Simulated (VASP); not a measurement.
# AgCl in VASP: a series of runs, part 2 of 2

VASP 6.6.1.

## 5. Single point, r2SCAN (uniaxial z strain +0.8%)

Contents of POSCAR:

```
AgCl
1.0
    0.0000000000      2.9932461729      3.0162941685
    2.9932461729      0.0000000000      3.0162941685
    2.9932461729      2.9932461729      0.0000000000
Ag Cl
1 1
Direct
    0.0000000000      0.0000000000      0.0000000000
    0.2500000000      0.2500000000      0.2500000000
```

Contents of INCAR.step1:

```
SYSTEM = AgCl
  PREC = Accurate
  ENCUT = 520
  ISMEAR = 0
  SIGMA = 0.01
  LREAL = .False.
  LASPH = .True.
  NELM = 100
  NBANDS = 16
  GGA = PE
  ALGO = Normal
  EDIFF = 1E-4
  LWAVE = .True.
  LCHARG = .False.
```

Contents of INCAR.step2:

```
SYSTEM = AgCl
  PREC = Accurate
  ENCUT = 520
  EDIFF = 1E-6
  ISMEAR = 0
  SIGMA = 0.01
  LREAL = .False.
  LASPH = .True.
  NELM = 100
  ALGO = Normal
  ISIF = 2
  LWAVE = .False.
  LCHARG = .False.
  METAGGA = R2SCAN
  LMIXTAU = .True.
  NBANDS = 16
  ISTART = 1
```

Contents of KPOINTS:

```
regular mesh
0
Gamma
  8 8 8
  0 0 0
```

Potentials or basis: VASP PAW PBE potentials, release 64 (Ag, Cl).

Launch:

```console
$ cat potpaw_PBE.64/Ag/POTCAR potpaw_PBE.64/Cl/POTCAR > POTCAR
$ cp INCAR.step1 INCAR
$ mpirun -np 1 vasp_std > vasp.out
$ cp INCAR.step2 INCAR
$ mpirun -np 1 vasp_std > vasp.out
```

OUTCAR:

```text
SYSTEM = AgCl
   PREC = Accurate
   ENCUT = 520
   EDIFF = 1E-6
   ISMEAR = 0
   LREAL = .False.
   LASPH = .True.
   NELM = 100
   ISIF = 2
   METAGGA = R2SCAN
   ISTART = 1

 ion  position               nearest neighbor table
   1  0.000  0.000  0.000-   2 2.60   2 2.60   2 2.60   2 2.60
   2  0.250  0.250  0.250-   1 2.60   1 2.60   1 2.60   1 2.60

  LATTYP: Found a body centered tetragonal cell.
 ALAT       =     4.2330893332
 C/A-ratio  =     1.4251030068

  Lattice vectors:

[... 644 lines left out ...]

  FORCE on cell =-STRESS in cart. coord.  units (eV):
  Direction    XX          YY          ZZ          XY          YZ          ZX
  --------------------------------------------------------------------------------------
  -------------------------------------------------------------------------------------
  Total       -0.1056640     -0.1056640     -0.1081117      0.0000000      0.0000000     -0.0000000
  in kB       -3.1321960     -3.1321960     -3.2047528      0.0000000      0.0000000     -0.0000000
  external PRESSURE =      -3.1563816 kB  Pullay stress =       0.0000000 kB

 VOLUME and BASIS-vectors are now :
 -----------------------------------------------------------------------------
  energy-cutoff  :      520.00
  volume of cell :       54.05
      direct lattice vectors                 reciprocal lattice vectors
     0.000000000  2.993246173  3.016294168    -0.167042726  0.167042726  0.165766325
     2.993246173  0.000000000  3.016294168     0.167042726 -0.167042726  0.165766325
     2.993246173  2.993246173  0.000000000     0.167042726  0.167042726 -0.165766325

 POSITION                                       TOTAL-FORCE (eV/Angst)
 -----------------------------------------------------------------------------------
      0.00000      0.00000      0.00000         0.000000      0.000000      0.000000
      1.49662      1.49662      1.50815        -0.000000     -0.000000     -0.000000
 -----------------------------------------------------------------------------------
    total drift:                                0.000007      0.000007      0.000006

  FREE ENERGIE OF THE ION-ELECTRON SYSTEM (eV)
  ---------------------------------------------------
  free  energy   TOTEN  =       -28.5435660870 eV

  energy  without entropy=      -28.5435660870  energy(sigma->0) =      -28.54356609
```

OSZICAR.step1:

```text
N       E                     dE             d eps       ncg     rms          rms(c)
DAV:   1     0.100518370136E+03    0.10052E+03   -0.84328E+03  1936   0.988E+02
DAV:   2    -0.137213347095E+01   -0.10189E+03   -0.94497E+02  2312   0.215E+02
DAV:   3    -0.560088682701E+01   -0.42288E+01   -0.42171E+01  2376   0.459E+01
DAV:   4    -0.563779798675E+01   -0.36911E-01   -0.36907E-01  2488   0.462E+00
DAV:   5    -0.563841970764E+01   -0.62172E-03   -0.62172E-03  2360   0.594E-01    0.557E+00
DAV:   6    -0.545225477930E+01    0.18616E+00   -0.28124E-01  2496   0.663E+00    0.385E+00
DAV:   7    -0.544897096227E+01    0.32838E-02   -0.10382E-01  2184   0.210E+00    0.197E+00
DAV:   8    -0.544885598416E+01    0.11498E-03   -0.57628E-03  2320   0.772E-01    0.262E-01
DAV:   9    -0.544907217768E+01   -0.21619E-03   -0.68122E-04  2368   0.345E-01    0.440E-02
DAV:  10    -0.544926576034E+01   -0.19358E-03   -0.24297E-04  2200   0.108E-01    0.380E-02
DAV:  11    -0.544927639276E+01   -0.10632E-04   -0.10380E-05  1944   0.225E-02
   1 F= -.54492764E+01 E0= -.54492764E+01  d E =-.542036E-31
```

Wall time 2.5 min (1 thread of Intel Xeon 8259CL, shared host); peak memory 0.21 GiB.

What came out:

```yaml
Free_energy: -28.5436 eV
Pressure: -0.3 GPa
Band_gap_on_the_k_mesh: 1.61 eV
```

Levels at points of the mesh, in eV from the valence-band top:
```
           k point  band 5  band 6  band 7  band 8  band 9  band 10  band 11  band 12  band 13  band 14
(0.00, 0.00, 0.00)   -2.11   -2.10   -0.01    0.00    0.00     1.61     8.67     8.68     8.68    13.13
(0.50, 0.00, 0.00)   -2.04   -2.04   -1.95   -0.58   -0.57     4.20     6.97     8.92     8.98    12.19
(0.50, 0.50, 0.00)   -2.07   -1.96   -1.70   -1.35   -1.35     5.10     5.96     8.90    11.31    11.31
(0.50, 0.00, 0.50)   -2.05   -1.96   -1.68   -1.36   -1.34     5.09     5.93     8.96    11.23    11.32
```

Caveat: the cell differs from its parent crystal (uniaxial z strain +0.8%); the structure was generated, so it needn't be the stable form of AgCl; the PAW data sets were made with another functional, which shifts forces and pressure a little. A k mesh can miss the band edges.

## 6. Overview

```csv
level,cell,smearing,gap on the mesh (eV),pressure (GPa)
PBE,"a = 4.398 Å, angles 60.0°, 2 atoms",fermi-dirac 0.02 eV,1.39,-2.0
r2SCAN,"a = 4.398 Å, angles 60.0°, 2 atoms",gaussian 0.01 eV,1.74,-3.1
PBE,"a = 4.249, b = 4.249, c = 4.233 Å, angles 60.1, 60.1, 59.7°, 2 atoms",fermi-dirac 0.02 eV,1.26,0.8
r2SCAN,"a = 4.249, b = 4.249, c = 4.233 Å, angles 60.1, 60.1, 59.7°, 2 atoms",gaussian 0.01 eV,1.61,-0.3
```

Alike in all rows: task single point; potentials or basis VASP PAW PBE potentials, release 64 (Ag, Cl); no spin polarisation; k mesh 8 × 8 × 8; cutoff (eV) 520.

Caveats: the structure was generated, so it needn't be the stable form of AgCl; the PAW data sets were made with another functional, which shifts forces and pressure a little (at least some runs); the cell stands under tension (at least some runs).

Absolute energies hang on the potentials; compare differences alone.
